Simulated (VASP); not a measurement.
# In (Im-3m) in VASP: a series of runs, part 2 of 2

VASP 6.6.1.

### Step 4. Single point, LDA (volume scaled by 0.92)

INCAR reads:

```
SYSTEM = In
  PREC = Accurate
  ENCUT = 520
  EDIFF = 1E-6
  ISMEAR = -1
  SIGMA = 0.1
  LREAL = .False.
  LASPH = .True.
  NELM = 80
  ALGO = Normal
  ISIF = 2
  LWAVE = .False.
  LCHARG = .False.
  NBANDS = 12
```

KPOINTS reads:

```
regular mesh
0
Gamma
  14 14 14
  0 0 0
```

POSCAR reads:

```
In
1.0
   -1.7883299053      1.7883299053      1.7883299053
    1.7883299053     -1.7883299053      1.7883299053
    1.7883299053      1.7883299053     -1.7883299053
In
1
Direct
    0.0000000000      0.0000000000      0.0000000000
```

Potentials or basis: VASP PAW LDA potentials, release 64 (In_d).

The run is started by

```bash
> cat potpaw_LDA.64/In_d/POTCAR > POTCAR
> mpirun -np 1 vasp_std > vasp.out
```

OUTCAR:

```text
SYSTEM = In
   PREC = Accurate
   ENCUT = 520
   EDIFF = 1E-6
   ISMEAR = -1
   LREAL = .False.
   LASPH = .True.
   NELM = 80
   ISIF = 2

 ion  position               nearest neighbor table
   1  0.000  0.000  0.000-

  LATTYP: Found a body centered cubic cell.
 ALAT       =     3.5766598106

  Lattice vectors:

 A1 = (  -1.7883299053,   1.7883299053,   1.7883299053)
 A2 = (   1.7883299053,  -1.7883299053,   1.7883299053)
 A3 = (   1.7883299053,   1.7883299053,  -1.7883299053)

Analysis of symmetry for initial positions (statically):
=====================================================================
 Subroutine PRICEL returns:
 Original cell was already a primitive cell.

 Routine SETGRP: Setting up the symmetry group for a
 body centered cubic supercell.

 Subroutine GETGRP returns: Found 48 space group operations
 (whereof 48 operations were pure point group operations)
 out of a pool of 48 trial point group operations.

The static configuration has the point symmetry O_h .

Analysis of symmetry for dynamics (positions and initial velocities):
=====================================================================
 Subroutine PRICEL returns:
 Original cell was already a primitive cell.

 Routine SETGRP: Setting up the symmetry group for a
 body centered cubic supercell.

 Subroutine GETGRP returns: Found 48 space group operations
 (whereof 48 operations were pure point group operations)
 out of a pool of 48 trial point group operations.

The dynamic configuration has the point symmetry O_h .

 Subroutine INISYM returns: Found 48 space group operations
 (whereof 48 operations are pure point group operations),
 and found     1 'primitive' translations

----------------------------------------------------------------------------------------

                                     Primitive cell

  volume of cell :      22.8772

  direct lattice vectors                    reciprocal lattice vectors
    -1.788329905  1.788329905  1.788329905     0.000000000  0.279590471  0.279590471
     1.788329905 -1.788329905  1.788329905     0.279590471  0.000000000  0.279590471
     1.788329905  1.788329905 -1.788329905     0.279590471  0.279590471  0.000000000

  length of vectors
     3.097478257  3.097478257  3.097478257     0.395400636  0.395400636  0.395400636

  position of ions in fractional coordinates (direct lattice)
     0.000000000  0.000000000  0.000000000

  ion indices of the primitive-cell ions
   primitive index   ion index
                 1           1

----------------------------------------------------------------------------------------

 KPOINTS: regular mesh

Automatic generation of k-mesh.
 Grid dimensions read from file:
 generate k-points for:   14   14   14

 Generating k-lattice:

  Cartesian coordinates                     Fractional coordinates (reciprocal lattice)
     0.000000000  0.019970748  0.019970748     0.071428571  0.000000000  0.000000000
     0.019970748  0.000000000  0.019970748     0.000000000  0.071428571  0.000000000
     0.019970748  0.019970748  0.000000000     0.000000000  0.000000000  0.071428571

  Length of vectors
     0.028242903  0.028242903  0.028242903

  Shift w.r.t. Gamma in fractional coordinates (k-lattice)
     0.000000000  0.000000000  0.000000000

 Subroutine IBZKPT returns following result:
 ===========================================

 Found    104 irreducible k-points:

 Following reciprocal coordinates:
            Coordinates               Weight
  0.000000  0.000000  0.000000      1.000000
  0.071429  0.000000  0.000000     12.000000
  0.142857  0.000000  0.000000     12.000000
  0.214286  0.000000  0.000000     12.000000
  0.285714  0.000000  0.000000     12.000000
  0.357143  0.000000  0.000000     12.000000
[... 16 lines left out ...]
  0.285714  0.285714  0.000000     24.000000
  0.357143  0.285714  0.000000     24.000000
 [... further k-points ...]
   k-points           NKPTS =    104   k-points in BZ     NKDIM =    104   number of bands    NBANDS=     12
   number of dos      NEDOS =    301   number of ions     NIONS =      1
   total plane-waves  NPLWV =  13824
   dimension x,y,z NGX =    24 NGY =   24 NGZ =   24
   dimension x,y,z NGXF=    48 NGYF=   48 NGZF=   48
   ions per type =               1
   NGX,Y,Z   is equivalent  to a cutoff of  12.88, 12.88, 12.88 a.u.
   NGXF,Y,Z  is equivalent  to a cutoff of  25.76, 25.76, 25.76 a.u.
 SYSTEM =  In
   PREC   = accura    normal or accurate (medium, high low for compatibility)
   ISTART =      0    job   : 0-new  1-cont  2-samecut
   ICHARG =      2    charge: 1-file 2-atom 10-const
   ISPIN  =      1    spin polarized calculation?
   LNONCOLLINEAR =      F non collinear calculations
   LSORBIT =      F    spin-orbit coupling
   LASPH  =      T    aspherical Exc in radial PAW
   ENCUT  =  520.0 eV  38.22 Ry    6.18 a.u.   5.76  5.76  5.76*2*pi/ulx,y,z
   NELM   =     80;   NELMIN=  2; NELMDL= -5     # of ELM steps
   EDIFF  = 0.1E-05   stopping-criterion for ELM
   LREAL  =      F    real-space projection
   EDIFFG = 0.1E-04   stopping-criterion for IOM
   NSW    =      0    number of steps for IOM
   IBRION =     -1    ionic relax: 0-MD 1-quasi-New 2-CG
   NFREE  =      0    steps in history (QN), initial steepest desc. (CG)
   ISIF   =      2    stress and relaxation
   ISYM   =      2    0-nonsym 1-usesym 2-fastsym
   POTIM  = 0.5000    time-step for ionic-motion
   TEBEG  =    0.0;   TEEND  =   0.0 temperature during run
   PSTRESS=    0.0 pullay stress
   NELECT =      13.0000    total number of electrons
   NUPDOWN=      -1.0000    fix difference up-down
   EMIN   =  10.00;   EMAX   =-10.00  energy-range for DOS
   EFERMI =   0.00;   METHOD = LEGACY
   ISMEAR =    -1;   SIGMA  =   0.10  broadening in eV -4-tet -1-fermi 0-gaus
   EFERMI_NEDOS =   21; number of points for ismear=-14 and -15
   IALGO  =     38    algorithm
   IMIX   =      4    mixing-type and parameters
     AMIX     =   0.40;   BMIX     =  1.00
     AMIX_MAG =   1.60;   BMIX_MAG =  1.00
  volume/ion in A,a.u.               =      22.88       154.38
  Fermi-wavevector in a.u.,A,eV,Ry     =   1.355985  2.562441 25.016979  1.838696
  Thomas-Fermi vector in A             =   2.483027
   LORBIT       =      0    0 simple, 1 ext, 2 COOP (PROOUT), +10 PAW based schemes
   GGA     = CA    functional components
   LHFCALC =     F    Hartree Fock is set to
   AEXX    =    0.0000 exact exchange contribution
   IVDW    =     0    specifies the selected vdW correction
   LEPSILON=     F    determine dielectric tensor
   LRPA    =     F    only Hartree local field effects (RPA)
 non-spin polarized calculation
  energy-cutoff  :      520.00
  volume of cell :       22.88
 maximum number of plane-waves:       632
   NGX = 11   NGY = 11   NGZ = 11

 number of electron      13.0000003 magnetization

 Free energy of the ion-electron system (eV)
  ---------------------------------------------------
  ext. energy  EPLUGINS =         0.00000000
  ---------------------------------------------------
  free energy    TOTEN  =        -3.18065068 eV

  energy without entropy =       -3.16615157  energy(sigma->0) =       -3.17340112

 E-fermi :   8.8458     XC(G=0): -11.1846

 val. band max:        8.8055209920   @ k =  -0.4286  -0.4286   0.2857
 cond. band min:       8.8555606659   @ k =   0.2857   0.2143   0.0000
 fundamental gap:      0.0500396738
 Fermi energy:         8.8458321812

 k-point     1 :       0.0000    0.0000    0.0000
  band No.  band energies     occupation
      1      -5.9417      2.00000
      2      -5.9417      2.00000
      3      -5.9417      2.00000
      4      -5.5462      2.00000
      5      -5.5462      2.00000
      6      -1.6921      2.00000
      7      21.3828      0.00000
      8      21.3828      0.00000
      9      21.3828      0.00000
     10      22.3313      0.00000
     11      22.3313      0.00000
     12      22.3313      0.00000

 k-point     2 :       0.0714    0.0000    0.0000
  band No.  band energies     occupation
      1      -5.9501      2.00000
      2      -5.9351      2.00000
      3      -5.9117      2.00000
      4      -5.5551      2.00000
      5      -5.5463      2.00000
      6      -1.5608      2.00000
      7      19.9086      0.00000
      8      20.6947      0.00000
      9      20.9408      0.00000
     10      21.8375      0.00000
     11      22.0282      0.00000
     12      22.3013      0.00000
[... 316 lines left out ...]
 k-point    24 :       0.3571    0.2857    0.0000
  band No.  band energies     occupation
      1      -6.0477      2.00000
      2      -5.7908      2.00000
      3      -5.6906      2.00000
      4      -5.5376      2.00000
      5      -5.4779      2.00000
      6       6.0672      2.00000
      7       6.9946      2.00000
      8       8.6492      1.75434
      9      15.5298      0.00000
     10      22.9143      0.00000
     11      24.0873      0.00000
     12      24.9925      0.00000

 [... further k-points ...]
[... 5 lines left out ...]
  --------------------------------------------------------------------------------------
  -------------------------------------------------------------------------------------
  Total        0.7043265      0.7043265      0.7043265      0.0000000      0.0000000      0.0000000
  in kB       49.3266578     49.3266578     49.3266578      0.0000000      0.0000000      0.0000000
  external PRESSURE =      49.3266578 kB  Pullay stress =       0.0000000 kB

 VOLUME and BASIS-vectors are now :
 -----------------------------------------------------------------------------
  energy-cutoff  :      520.00
  volume of cell :       22.88
      direct lattice vectors                 reciprocal lattice vectors
    -1.788329905  1.788329905  1.788329905     0.000000000  0.279590471  0.279590471
     1.788329905 -1.788329905  1.788329905     0.279590471  0.000000000  0.279590471
     1.788329905  1.788329905 -1.788329905     0.279590471  0.279590471  0.000000000

 POSITION                                       TOTAL-FORCE (eV/Angst)
 -----------------------------------------------------------------------------------
      0.00000      0.00000      0.00000         0.000000     -0.000000      0.000000
 -----------------------------------------------------------------------------------
    total drift:                               -0.000000      0.000000      0.000000

  FREE ENERGIE OF THE ION-ELECTRON SYSTEM (eV)
  ---------------------------------------------------
  free  energy   TOTEN  =        -3.1806506779 eV

  energy  without entropy=       -3.1661515713  energy(sigma->0) =       -3.17340112
```

stdout:

```text
POSCAR found type information on POSCAR In
 POSCAR found :  1 types and       1 ions
 scaLAPACK will be used
 LDA part: xc-table for (Slater(with rela. corr.)+CA(PZ))
 , standard interpolation
 POSCAR, INCAR and KPOINTS ok, starting setup
 FFT: planning ... GRIDC
 FFT: planning ... GRID_SOFT
 FFT: planning ... GRID
 WAVECAR not read
 entering main loop
```

Wall time 24 s (1 thread of Intel Xeon 6975P-C, shared host); peak memory 0.14 GiB.

Results:

| Property | Result |
| --- | --- |
| Free energy | -3.1807 eV |
| Pressure | 4.9 GPa |

Caveat: spin-orbit coupling is left out, which moves the levels of the heavy elements.

### Step 5. Single point, LDA (volume scaled by 0.96)

INCAR reads:

```
SYSTEM = In
  PREC = Accurate
  ENCUT = 520
  EDIFF = 1E-6
  ISMEAR = -1
  SIGMA = 0.1
  LREAL = .FALSE.
  LASPH = .TRUE.
  NELM = 80
  ALGO = Normal
  ISIF = 2
  LWAVE = .FALSE.
  LCHARG = .TRUE.
  LELF = .TRUE.
  LVHAR = .TRUE.
  NBANDS = 12
```

KPOINTS reads:

```
Automatic mesh
0
G
  14 14 14
  0 0 0
```

POSCAR reads:

```
In
1.0
   -1.8138809274      1.8138809274      1.8138809274
    1.8138809274     -1.8138809274      1.8138809274
    1.8138809274      1.8138809274     -1.8138809274
In
1
Direct
    0.0000000000      0.0000000000      0.0000000000
```

The run is started by

```bash
> cat potpaw_LDA.64/In_d/POTCAR > POTCAR
> mpirun -np 1 vasp_std > vasp.out
```

Run time: 27 s. Hardware: 1 thread of Intel Xeon 6975P-C, shared host; peak memory 0.14 GiB.

It converged, with:

* Free energy: -3.2027 eV
* Pressure: 2.1 GPa

Levels at points of the mesh, in eV from the Fermi level:
| k point | band 4 | band 5 | band 6 | band 7 | band 8 | band 9 |
| --- | --- | --- | --- | --- | --- | --- |
| (0.00, 0.00, 0.00) | -14.34 | -14.34 | -10.19 | 12.03 | 12.03 | 12.03 |
| (0.50, 0.00, 0.00) | -14.34 | -14.12 | -3.95 | -3.54 | 6.30 | 7.68 |
| (0.50, 0.50, 0.50) | -14.17 | -14.17 | 1.25 | 1.25 | 1.25 | 1.61 |

Caveat: spin-orbit coupling is left out, which moves the levels of the heavy elements.

### Step 6. Summary

```csv
cell,k mesh,gap on the mesh (eV),pressure (GPa)
"a = 3.185 Å, angles 109.5°, 1 atom",12 × 12 × 12,none,0.1
"a = 3.052 Å, angles 109.5°, 1 atom",14 × 14 × 14,none,8.6
"a = 3.097 Å, angles 109.5°, 1 atom",14 × 14 × 14,none,4.9
"a = 3.142 Å, angles 109.5°, 1 atom",14 × 14 × 14,none,2.1
```

Alike in all rows: task single point; level LDA; potentials or basis VASP PAW LDA potentials, release 64 (In_d); no spin polarisation; cutoff (eV) 520; smearing fermi-dirac 0.1 eV.

Caveats: spin-orbit coupling is left out, which moves the levels of the heavy elements.

Total energies depend on the potentials used, so only differences within one code and one set of settings carry meaning.
